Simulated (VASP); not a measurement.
Write the native input for VASP 6.6.1 that does the following.

```
Task                   : single point
Functional             : LDA
Potentials or basis    : VASP PAW LDA potentials, release 64 (Pd)
Cutoff                 : 500 eV
k mesh                 : 12 × 12 × 12
Occupations            : gaussian, width 0.1 eV
Spin                   : no spin polarisation
Dipole correction      : no
Further INCAR settings : ALGO = Normal; EDIFF = 1e-06; NBANDS = 11
```

The structure of Pd lies in POSCAR:

```
Pd
1.0
    0.0000000000      1.9187282840      1.9187282840
    1.9187282840      0.0000000000      1.9187282840
    1.9187282840      1.9187282840      0.0000000000
Pd
1
Direct
    0.0000000000      0.0000000000      0.0000000000
```

The input as run:

INCAR

```
SYSTEM = Pd
ALGO     = Normal         ! electronic algorithm
EDIFF    = 1E-6           ! SCF threshold, eV
ENCUT    = 500            ! plane-wave cutoff, eV
GGA      = CA             ! functional
GGA_COMPAT= .False.      
ISIF     = 2              ! what is computed and relaxed
ISMEAR   = 0              ! smearing method
LASPH    = .True.         ! aspherical terms in the spheres
LCHARG   = .True.         ! write CHGCAR
LELF     = .True.         ! ELF
LREAL    = .False.        ! projectors in reciprocal space
LVHAR    = .True.       
LWAVE    = .False.        ! write WAVECAR
NBANDS   = 11             ! bands
NELM     = 120            ! most SCF steps
PREC     = Accurate       ! precision mode
SIGMA    = 0.1            ! smearing width, eV
```

KPOINTS

```
k-points
0
Gamma
  12 12 12
  0 0 0
```

Potentials or basis: VASP PAW LDA potentials, release 64 (Pd).

The run is started by

```console
$ cat potpaw_LDA.64/Pd/POTCAR > POTCAR
$ mpirun -np 1 vasp_std > vasp.out
```

It gave:

| Item | Value |
| --- | --- |
| Pressure | 0.3 GPa |
| Band gap on the k mesh | zero (band 5 reaches 10.66 eV, above the bottom of band 6 at 8.95 eV) |

Run time: 6.9 s on 1 thread of Intel Xeon 6975P-C (shared host), peak memory 0.12 GiB.
